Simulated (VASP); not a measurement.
RuPt2:

```
Ru Pt
1.0
     3.97926    0.00000    0.00000
    -1.98963    3.44614    0.00000
     0.00000    0.00000    3.37283
Ru Pt
1 2
Direct
  0.00000 0.00000 0.00000
  0.33333 0.66667 0.00000
  0.66667 0.33333 0.00000
```

* Program: VASP 6.6.1
* Task: relaxation of cell and atoms
* Functional: PBE
* Potentials or basis: VASP PAW PBE potentials, release 64 (Ru_pv, Pt)
* Cutoff: 600 eV
* k mesh: 6 × 6 × 6
* Occupations: gaussian, width 0.1 eV
* Spin: no spin polarisation

At the start: pressure 120.4 GPa; volume 15.42 Å³/atom.

Question: Where does the relaxation end?

Answer: Over 16 steps the energy falls by 2492.6 meV/atom and the volume is 16.31 Å³/atom (+5.8 %); space group P6/mmm (No. 191, to 0.05 Å).

The path:
```
step  energy change (eV)  largest force (eV/Å)  pressure (GPa)  volume (Å³)
   1              0.0000                0.0000          120.39        46.25
   2              7.3335                0.0000          -20.37       156.45
   3             -3.3794                0.0000          -27.67        77.37
   4             -4.7515                0.0000          -24.33        69.76
   5             -5.5265                0.0000            5.92        57.40
   6             -5.6446                0.0000           -9.70        61.47
   7             -5.6633                0.0000           -6.36        60.43
   8             -5.6631                0.0000           -5.33        60.12
   9             -6.4605                0.0000           -7.22        55.40
  10             -7.3623                0.0000           -2.76        50.19
  11             -0.9046                0.0000          126.22        39.32
  12             -7.4285                0.0000           -0.92        49.48
  13             -7.4699                0.0000            3.52        48.20
  14             -7.4710                0.0000            2.51        48.45
  15             -7.4345                0.0000           -6.02        50.21
  16             -7.4777                0.0000           -0.11        48.94
```

Final structure:
```xyz
3
Lattice="4.6271 0.0000 0.0000 -2.3135 4.0072 0.0000 0.0000 0.0000 2.6393" Properties=species:S:1:pos:R:3 pbc="T T T"
Ru    0.0000    0.0000    0.0000
Pt    0.0000    2.6714    0.0000
Pt    2.3135    1.3357    0.0000
```
